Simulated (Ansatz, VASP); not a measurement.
**Two plane-wave programs on GeW**

```
CELL_PARAMETERS angstrom
1.66592 -2.34178 0.00000
1.66592 2.34178 0.00000
0.00000 0.00000 4.73634
ATOMIC_POSITIONS crystal
Ge 0.00000 0.00000 0.00000
W 0.50000 0.50000 0.50000
```

Change from the starting cell: species swapped into the NbW type (Cmmm, No. 65).

Alike in both runs: task relaxation of cell and atoms; functional PBE; k mesh 7 × 7 × 4; occupations gaussian, width 0.2 eV; no spin polarisation.

```csv
,VASP,Ansatz
version,VASP 6.6.1,Ansatz 0.2.0
potentials or method,"VASP PAW PBE potentials, release 64 (Ge_d, W_sv), cutoff 500 eV","scalar-relativistic, plane waves, PAW"
valence electrons in the cell,28,28
```

VASP gave:

| Item | Value |
| --- | --- |
| gap on the k mesh at the Fermi level, each at its own relaxed structure (eV) | none |
| relaxed volume (Å³/atom) | 15.93 |
| relaxed cell length with the largest relative difference (Å) | 4.190 |

**Question.** Estimate Ansatz's values.

**Answer.** gap on the k mesh at the Fermi level, each at its own relaxed structure (eV): none; relaxed volume (Å³/atom): 15.86; relaxed cell length with the largest relative difference (Å): 4.179.

A gap of «none» marks a metal or a gap that the smearing closes.

Spin-orbit coupling is off throughout.
